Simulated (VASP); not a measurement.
Crystal: NaH.

```
Na H
1.0
     2.79969    0.00000    0.00000
    -1.39985    2.42461    0.00000
     0.00000    0.00000    4.56350
Na H
2 2
Direct
  0.00000 0.00000 0.00000
  0.00000 0.00000 0.50000
  0.33333 0.66667 0.25000
  0.66667 0.33333 0.75000
```

| Property | Result |
| --- | --- |
| Program | VASP 6.6.1 |
| Task | relaxation of cell and atoms |
| Functional | PBE |
| Potentials or basis | VASP PAW PBE potentials, release 64 (Na_pv, H) |
| Cutoff | 600 eV |
| k mesh | 12 × 12 × 6 |
| Occupations | fermi-dirac, width 0.02 eV |
| Spin | no spin polarisation |

At the start: pressure 43.8 GPa; volume 7.74 Å³/atom.

Where does the relaxation end?

Over 13 steps the energy falls by 553.3 meV/atom and the volume is 13.98 Å³/atom (+80.5 %); space group P6_3/mmc (No. 194, to 0.1 Å) before and after.

The path:
| step | energy change (eV) | largest force (eV/Å) | pressure (GPa) | volume (Å³) |
| --- | --- | --- | --- | --- |
| 1 | 0.0000 | 0.0000 | 43.84 | 30.98 |
| 2 | -1.7238 | 0.0000 | 13.05 | 41.47 |
| 3 | -2.1400 | 0.0000 | 4.01 | 49.70 |
| 4 | -2.0388 | 0.0000 | -3.53 | 69.26 |
| 5 | -2.2060 | 0.0000 | -0.95 | 58.12 |
| 6 | -2.2111 | 0.0000 | -0.21 | 56.38 |
| 7 | -2.2110 | 0.0000 | 0.18 | 55.77 |
| 8 | -2.2122 | 0.0000 | 0.12 | 55.71 |
| 9 | -2.2129 | 0.0000 | 0.15 | 55.63 |
| 10 | -2.2129 | 0.0000 | 0.14 | 55.61 |
| 11 | -2.2130 | 0.0000 | 0.05 | 55.78 |
| 12 | -2.2130 | 0.0000 | 0.05 | 55.82 |
| 13 | -2.2131 | 0.0000 | 0.01 | 55.91 |

Final structure:
```xyz
4
Lattice="3.3241 0.0000 0.0000 -1.6621 2.8788 0.0000 0.0000 0.0000 5.8424" Properties=species:S:1:pos:R:3 pbc="T T T"
Na    0.0000    0.0000    0.0000
Na    0.0000    0.0000    2.9212
H     0.0000    1.9192    1.4606
H     1.6621    0.9596    4.3818
```

Caveat: the volume moved by over 15 % at a fixed basis, so the end points are rough.
